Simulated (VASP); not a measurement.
# Nb (Im-3m) in VASP: single point with PBE

Aim: the single point of Nb with PBE.

All numbers are computed with VASP 6.6.1; they aren't measurements. Logs are shortened: lines on timing, memory, paths and dates and some standing lists are left out, and cuts for length are marked.

## Step 1: The cell of the first run

It takes space group Im-3m (No. 229, cubic). The conventional cell has a = 3.311 Å, b = 3.311 Å, c = 3.311 Å, α = 90.00°, β = 90.00°, γ = 90.00°. Nb (site symmetry m-3m) has 14 Nb at 2.87 to 3.31 Å within 3.8 Å.

## Step 2: Single point, PBE

INCAR

```
ALGO = Normal ; EDIFF = 1E-7
ENCUT = 520 ; GGA = PE
ISIF = 2 ; ISMEAR = -1
LASPH = T ; LCHARG = F
LREAL = F ; LWAVE = F
NBANDS = 20 ; NELM = 60
PREC = Accurate ; SIGMA = 0.05
```

KPOINTS

```
k-points
0
Gamma
  10 10 10
```

POSCAR

```
Nb
1.0
    3.3112325465      0.0000000000      0.0000000000
    0.0000000000      3.3112325465      0.0000000000
    0.0000000000      0.0000000000      3.3112325465
Nb
2
Direct
    0.0000000000      0.0000000000      0.0000000000
    0.5000000000      0.5000000000      0.5000000000
```

Potentials or basis: VASP PAW PBE potentials, release 64 (Nb_sv).

Started as:

```sh
$ cat potpaw_PBE.64/Nb_sv/POTCAR > POTCAR
$ mpirun -np 1 vasp_std > vasp.out
```

OUTCAR:

```text
EDIFF = 1E-7
   ENCUT = 520
   GGA = PE
   ISIF = 2
   ISMEAR = -1
   LASPH = T
   LREAL = F
   NELM = 60
   PREC = Accurate

 ion  position               nearest neighbor table
   1  0.000  0.000  0.000-   2 2.87   2 2.87   2 2.87   2 2.87   2 2.87   2 2.87   2 2.87   2 2.87

   2  0.500  0.500  0.500-   1 2.87   1 2.87   1 2.87   1 2.87   1 2.87   1 2.87   1 2.87   1 2.87

  LATTYP: Found a simple cubic cell.
 ALAT       =     3.3112325465

  Lattice vectors:

 A1 = (   3.3112325465,   0.0000000000,   0.0000000000)
 A2 = (   0.0000000000,   3.3112325465,   0.0000000000)
 A3 = (   0.0000000000,   0.0000000000,   3.3112325465)

Analysis of symmetry for initial positions (statically):
=====================================================================
 Subroutine PRICEL returns following result:

  LATTYP: Found a body centered cubic cell.
 ALAT       =     3.3112325465

  Lattice vectors:

 A1 = (   1.6556162732,   1.6556162733,  -1.6556162732)
 A2 = (  -1.6556162732,   1.6556162732,   1.6556162732)
 A3 = (   1.6556162732,  -1.6556162732,   1.6556162733)

   2 primitive cells build up your supercell.

 Routine SETGRP: Setting up the symmetry group for a
 simple cubic supercell.

 Subroutine GETGRP returns: Found 48 space group operations
 (whereof 48 operations were pure point group operations)
 out of a pool of 48 trial point group operations.

The static configuration has the point symmetry O_h .

Analysis of symmetry for dynamics (positions and initial velocities):
=====================================================================
 Subroutine PRICEL returns following result:

  LATTYP: Found a body centered cubic cell.
 ALAT       =     3.3112325465

  Lattice vectors:

 A1 = (   1.6556162732,   1.6556162733,  -1.6556162732)
 A2 = (  -1.6556162732,   1.6556162732,   1.6556162732)
 A3 = (   1.6556162732,  -1.6556162732,   1.6556162733)

   2 primitive cells build up your supercell.

 Routine SETGRP: Setting up the symmetry group for a
 simple cubic supercell.

 Subroutine GETGRP returns: Found 48 space group operations
 (whereof 48 operations were pure point group operations)
 out of a pool of 48 trial point group operations.

The dynamic configuration has the point symmetry O_h .

 Subroutine INISYM returns: Found 48 space group operations
 (whereof 48 operations are pure point group operations),
 and found     2 'primitive' translations

----------------------------------------------------------------------------------------

                                     Primitive cell

  volume of cell :      18.1526

  direct lattice vectors                    reciprocal lattice vectors
     1.655616273  1.655616273 -1.655616273     0.302002347  0.302002347  0.000000000
    -1.655616273  1.655616273  1.655616273    -0.000000000  0.302002347  0.302002347
     1.655616273 -1.655616273  1.655616273     0.302002347  0.000000000  0.302002347

  length of vectors
     2.867611503  2.867611503  2.867611503     0.427095815  0.427095815  0.427095815

  position of ions in fractional coordinates (direct lattice)
     0.000000000  0.000000000  0.000000000

  ion indices of the primitive-cell ions
   primitive index   ion index
                 1           1

----------------------------------------------------------------------------------------

 KPOINTS: k-points

Automatic generation of k-mesh.
 Grid dimensions read from file:
 generate k-points for:   10   10   10

 Generating k-lattice:

  Cartesian coordinates                     Fractional coordinates (reciprocal lattice)
     0.030200235  0.000000000  0.000000000     0.100000000  0.000000000  0.000000000
     0.000000000  0.030200235  0.000000000     0.000000000  0.100000000  0.000000000
     0.000000000  0.000000000  0.030200235     0.000000000  0.000000000  0.100000000

  Length of vectors
     0.030200235  0.030200235  0.030200235

  Shift w.r.t. Gamma in fractional coordinates (k-lattice)
     0.000000000  0.000000000  0.000000000

 Subroutine IBZKPT returns following result:
 ===========================================

 Found     56 irreducible k-points:

 Following reciprocal coordinates:
            Coordinates               Weight
  0.000000  0.000000  0.000000      1.000000
  0.100000  0.000000  0.000000      6.000000
  0.200000  0.000000  0.000000      6.000000
  0.300000  0.000000  0.000000      6.000000
  0.400000  0.000000  0.000000      6.000000
  0.500000  0.000000  0.000000      3.000000
[... 16 lines left out ...]
  0.200000  0.100000  0.100000     24.000000
  0.300000  0.100000  0.100000     24.000000
 [... further k-points ...]
   k-points           NKPTS =     56   k-points in BZ     NKDIM =     56   number of bands    NBANDS=     20
   number of dos      NEDOS =    301   number of ions     NIONS =      2
   total plane-waves  NPLWV =  21952
   dimension x,y,z NGX =    28 NGY =   28 NGZ =   28
   dimension x,y,z NGXF=    56 NGYF=   56 NGZF=   56
   ions per type =               2
   NGX,Y,Z   is equivalent  to a cutoff of  14.06, 14.06, 14.06 a.u.
   NGXF,Y,Z  is equivalent  to a cutoff of  28.12, 28.12, 28.12 a.u.
 SYSTEM =  unknown system
   PREC   = accura    normal or accurate (medium, high low for compatibility)
   ISTART =      0    job   : 0-new  1-cont  2-samecut
   ICHARG =      2    charge: 1-file 2-atom 10-const
   ISPIN  =      1    spin polarized calculation?
   LNONCOLLINEAR =      F non collinear calculations
   LSORBIT =      F    spin-orbit coupling
   LASPH  =      T    aspherical Exc in radial PAW
   ENCUT  =  520.0 eV  38.22 Ry    6.18 a.u.   6.16  6.16  6.16*2*pi/ulx,y,z
   NELM   =     60;   NELMIN=  2; NELMDL= -5     # of ELM steps
   EDIFF  = 0.1E-06   stopping-criterion for ELM
   LREAL  =      F    real-space projection
   EDIFFG = 0.1E-05   stopping-criterion for IOM
   NSW    =      0    number of steps for IOM
   IBRION =     -1    ionic relax: 0-MD 1-quasi-New 2-CG
   NFREE  =      0    steps in history (QN), initial steepest desc. (CG)
   ISIF   =      2    stress and relaxation
   ISYM   =      2    0-nonsym 1-usesym 2-fastsym
   POTIM  = 0.5000    time-step for ionic-motion
   TEBEG  =    0.0;   TEEND  =   0.0 temperature during run
   PSTRESS=    0.0 pullay stress
   NELECT =      26.0000    total number of electrons
   NUPDOWN=      -1.0000    fix difference up-down
   EMIN   =  10.00;   EMAX   =-10.00  energy-range for DOS
   EFERMI =   0.00;   METHOD = LEGACY
   ISMEAR =    -1;   SIGMA  =   0.05  broadening in eV -4-tet -1-fermi 0-gaus
   EFERMI_NEDOS =   21; number of points for ismear=-14 and -15
   IALGO  =     38    algorithm
   IMIX   =      4    mixing-type and parameters
     AMIX     =   0.40;   BMIX     =  1.00
     AMIX_MAG =   1.60;   BMIX_MAG =  1.00
  volume/ion in A,a.u.               =      18.15       122.50
  Fermi-wavevector in a.u.,A,eV,Ry     =   1.464681  2.767845 29.188433  2.145289
  Thomas-Fermi vector in A             =   2.580628
   LORBIT       =      0    0 simple, 1 ext, 2 COOP (PROOUT), +10 PAW based schemes
   GGA     = PE    functional components
   LHFCALC =     F    Hartree Fock is set to
   AEXX    =    0.0000 exact exchange contribution
   IVDW    =     0    specifies the selected vdW correction
   LEPSILON=     F    determine dielectric tensor
   LRPA    =     F    only Hartree local field effects (RPA)
 non-spin polarized calculation
  energy-cutoff  :      520.00
  volume of cell :       36.31
 maximum number of plane-waves:       996
 NGX is ok and might be reduce to    28
   NGX = 13   NGY = 13   NGZ = 13

 number of electron      26.0000002 magnetization

 Free energy of the ion-electron system (eV)
  ---------------------------------------------------
  ext. energy  EPLUGINS =         0.00000000
  ---------------------------------------------------
  free energy    TOTEN  =       -20.44215686 eV

  energy without entropy =      -20.41793830  energy(sigma->0) =      -20.43004758

 E-fermi :  11.0697     XC(G=0): -12.4595

 val. band max:       11.0626452865   @ k =   0.2000   0.2000   0.0000
 cond. band min:      11.1108828449   @ k =   0.4000   0.1000   0.0000
 fundamental gap:      0.0482375584
 Fermi energy:        11.0696941018

 k-point     1 :       0.0000    0.0000    0.0000
  band No.  band energies     occupation
      1     -43.3029      2.00000
      2     -42.8985      2.00000
      3     -19.5237      2.00000
      4     -19.5237      2.00000
      5     -19.5237      2.00000
      6     -18.6169      2.00000
[... 12 lines left out ...]
     19      16.6244      0.00000
     20      20.0802      0.00000

 k-point     2 :       0.1000    0.0000    0.0000
  band No.  band energies     occupation
      1     -43.2916      2.00000
      2     -42.9068      2.00000
      3     -19.5260      2.00000
      4     -19.5009      2.00000
      5     -19.5009      2.00000
      6     -18.6656      2.00000
[... 12 lines left out ...]
     19      16.4345      0.00000
     20      19.5506      0.00000

 k-point     3 :       0.2000    0.0000    0.0000
  band No.  band energies     occupation
      1     -43.2590      2.00000
      2     -42.9314      2.00000
      3     -19.5255      2.00000
      4     -19.4347      2.00000
      5     -19.4347      2.00000
      6     -18.7981      2.00000
[... 12 lines left out ...]
     19      15.9162      0.00000
     20      18.3578      0.00000

 k-point     4 :       0.3000    0.0000    0.0000
  band No.  band energies     occupation
      1     -43.2094      2.00000
      2     -42.9711      2.00000
      3     -19.5046      2.00000
      4     -19.3320      2.00000
      5     -19.3320      2.00000
      6     -18.9799      2.00000
[... 429 lines left out ...]
 k-point    23 :       0.2000    0.1000    0.1000
  band No.  band energies     occupation
      1     -43.2402      2.00000
      2     -42.9436      2.00000
      3     -19.5970      2.00000
      4     -19.4724      2.00000
      5     -19.2609      2.00000
      6     -18.9893      2.00000
[... 12 lines left out ...]
     19      16.1111      0.00000
     20      19.6742      0.00000

 k-point    24 :       0.3000    0.1000    0.1000
  band No.  band energies     occupation
      1     -43.1946      2.00000
      2     -42.9789      2.00000
      3     -19.6184      2.00000
      4     -19.3655      2.00000
      5     -19.1770      2.00000
      6     -19.1445      2.00000
[... 12 lines left out ...]
     19      15.6845      0.00000
     20      18.2241      0.00000

 [... further k-points ...]

------------------------ aborting loop because EDIFF is reached ----------------------------------------

  FORCE on cell =-STRESS in cart. coord.  units (eV):
  Direction    XX          YY          ZZ          XY          YZ          ZX
  --------------------------------------------------------------------------------------
  -------------------------------------------------------------------------------------
  Total       -0.1173940     -0.1173940     -0.1173940      0.0000000      0.0000000     -0.0000000
  in kB       -5.1806871     -5.1806871     -5.1806871      0.0000000      0.0000000     -0.0000000
  external PRESSURE =      -5.1806871 kB  Pullay stress =       0.0000000 kB

 VOLUME and BASIS-vectors are now :
 -----------------------------------------------------------------------------
  energy-cutoff  :      520.00
  volume of cell :       36.31
      direct lattice vectors                 reciprocal lattice vectors
     3.311232546  0.000000000  0.000000000     0.302002347  0.000000000  0.000000000
     0.000000000  3.311232546  0.000000000     0.000000000  0.302002347  0.000000000
     0.000000000  0.000000000  3.311232546     0.000000000  0.000000000  0.302002347

 POSITION                                       TOTAL-FORCE (eV/Angst)
 -----------------------------------------------------------------------------------
      0.00000      0.00000      0.00000        -0.000000     -0.000000     -0.000000
      1.65562      1.65562      1.65562         0.000000      0.000000      0.000000
 -----------------------------------------------------------------------------------
    total drift:                               -0.000000      0.000000      0.000000

  FREE ENERGIE OF THE ION-ELECTRON SYSTEM (eV)
  ---------------------------------------------------
  free  energy   TOTEN  =       -20.4421568636 eV

  energy  without entropy=      -20.4179383048  energy(sigma->0) =      -20.43004758
```

Wall time 74 s (1 thread of Intel Xeon 8259CL, shared host); peak memory 0.17 GiB.

Results:

| Item | Value |
| --- | --- |
| Free energy | -20.4422 eV |
| Pressure | -0.5 GPa |
| Band gap on the k mesh | zero (bands 13 and 14 overlap by 3.33 eV) |

The gap in the log of VASP goes by the Fermi energy; the results here count the filled bands.